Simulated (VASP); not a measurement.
Here is a VASP 6.6.1 calculation.

The input INCAR:

```
SYSTEM = YbMn2Sb2
PREC = Accurate
ENCUT = 520
EDIFF = 1E-7
ISMEAR = 0
SIGMA = 0.05
LREAL = .FALSE.
LASPH = .TRUE.
NELM = 150
ALGO = Normal
ISIF = 2
LWAVE = .FALSE.
LCHARG = .FALSE.
ISPIN = 2
MAGMOM = 0 3.5 3.5 0 0
LORBIT = 11
LMAXMIX = 6
GGA = PE
NBANDS = 42
KPAR = 4
```

The input KPOINTS:

```
Automatic mesh
0
G
  10 10 6
  0 0 0
```

Contents of POSCAR:

```
YbMn2Sb2
1.0
    4.4483774596      0.0000000000      0.0000000000
   -2.2241887298      3.8524078857      0.0000000000
    0.0000000000      0.0000000000      7.4091123215
Yb Mn Sb
1 2 2
Direct
    0.0000000000      0.0000000000      0.0000000000
    0.3333333333      0.6666666667      0.6224649067
    0.6666666667      0.3333333333      0.3775350933
    0.3333333333      0.6666666667      0.2482451390
    0.6666666667      0.3333333333      0.7517548610
```

Potentials or basis: VASP PAW PBE potentials, release 64 (Yb, Mn_pv, Sb).

The run is started by

```console
$ cat potpaw_PBE.64/Yb/POTCAR potpaw_PBE.64/Mn_pv/POTCAR potpaw_PBE.64/Sb/POTCAR > POTCAR
$ mpirun -np 4 vasp_std > vasp.out
```

What does it give for the site moments?

Yb +0.03; Mn +3.93; Sb -0.03 μB.

Estimate the pressure.

0.0 GPa.

What does it give for the largest force?

0.016 eV/Å.

Forces in eV/Å, atoms in the order of the input:
```
Yb   0.000  0.000  0.000
Mn   0.000  0.000  0.000
Mn   0.000  0.000  0.000
Sb   0.000  0.000 -0.016
Sb   0.000  0.000  0.016
```

Caveat: the run started ferromagnetic, and an antiferromagnetic order may lie lower in energy. The state reached can hang on the start; a lower one may exist.
